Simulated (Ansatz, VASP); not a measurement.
# One calculation of CdTe, two programs

```
Cd Te
1.0
     3.04472   -3.07384    0.00000
     3.04472    3.07384    0.00000
     0.00000    0.00000    6.04977
Cd Te
2 2
Direct
  0.27703 0.72297 0.75000
  0.72297 0.27703 0.25000
  0.76614 0.23386 0.75000
  0.23386 0.76614 0.25000
```

Change from the starting cell: volume scaled by 0.98, PAW files.

Alike in both runs: task electric field gradients; functional PBE; k mesh 9 × 9 × 6; occupations fermi-dirac, width 0.05 eV; no spin polarisation.

|  | VASP | Ansatz |
| --- | --- | --- |
| version | VASP 6.6.1 | Ansatz 0.2.0 |
| potentials or method | VASP PAW PBE potentials, release 64 (Cd, Te) | PAW with Ansatz's default frozen-core files, scalar-relativistic |
| plane-wave cutoff (eV) | 520 | 420 |
| valence electrons in the cell | 36 | 72 |

|  | VASP | Ansatz | Ansatz less VASP |
| --- | --- | --- | --- |
| pressure (GPa) | 0.9 | 0.7 | -0.17 |
| traceless stress, the component that is largest in VASP (GPa) | 0.30 | 0.29 | -0.007 |
| rms of the force components (eV/Å) | 0.022 | 0.022 | -0.0005 |
| size of Vzz on the site where it differs most (V/Å²) | 8.5 | 9.4 | +0.94 |

Atom by atom the forces differ by 0.003 eV/Å (rms over components). VASP's potentials hold 36 valence electrons a cell and Ansatz's 72, so a difference there can come from the potentials and not from the codes.

Spin-orbit coupling is off throughout.
